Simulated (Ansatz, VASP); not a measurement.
# Y7TiN8: VASP beside Ansatz

```
Ti Y N
1.0
     0.00000    4.89350    4.89350
     4.89350    0.00000    4.89350
     4.89350    4.89350    0.00000
Ti Y N
1 7 8
Direct
  0.25000 0.25000 0.25000
  0.25000 0.25000 0.75000
  0.25000 0.75000 0.25000
  0.25000 0.75000 0.75000
  0.75000 0.25000 0.25000
  0.75000 0.25000 0.75000
  0.75000 0.75000 0.25000
  0.75000 0.75000 0.75000
  0.00000 0.00000 0.00000
  0.01060 0.01060 0.48940
  0.01060 0.48940 0.01060
  0.01060 0.48940 0.48940
  0.48940 0.01060 0.01060
  0.48940 0.01060 0.48940
  0.48940 0.48940 0.01060
  0.50000 0.50000 0.50000
```

Alike in both runs: functional PBEsol; k mesh 3 × 3 × 3; occupations gaussian, width 0.05 eV; collinear spin; Hubbard terms Ti d U = 3.0 eV.

Ansatz relaxed the structure, and its values are those at the end. VASP's run is a single point on that final structure, the one shown.

|  | VASP | Ansatz |
| --- | --- | --- |
| version | VASP 6.6.1 | Ansatz 0.2.0 |
| potentials or method | VASP PAW PBE potentials, release 64 (Ti_sv, Y_sv, N), cutoff 520 eV | scalar-relativistic, plane waves, PAW |
| valence electrons in the cell | 129 | 129 |

|  | VASP | Ansatz | Ansatz less VASP |
| --- | --- | --- | --- |
| gap on the k mesh at the Fermi level (eV) | none | none | - |
| pressure (GPa) | -11.5 | -11.6 | -0.04 |
| rms of the force components (eV/Å) | 0.006 | 0.000 | -0.0058 |
| net moment per atom (μB) | 0.02 | 0.02 | 0.000 |
| size of the moment on the site where the two differ most (μB) | 0.18 | 0.22 | +0.034 |

VASP's potentials were made for PBE, not for PBEsol. Site moments also hang on the region over which each program counts them. The programs project onto different local orbitals, so the same U acts differently, and such runs can settle in different states. A gap of «none» marks a metal or a gap that the smearing closes. Ansatz's warnings: filled band counts differ across k points, stress scf threshold loose.

The k mesh is coarse, so the values compare programs but aren't converged.
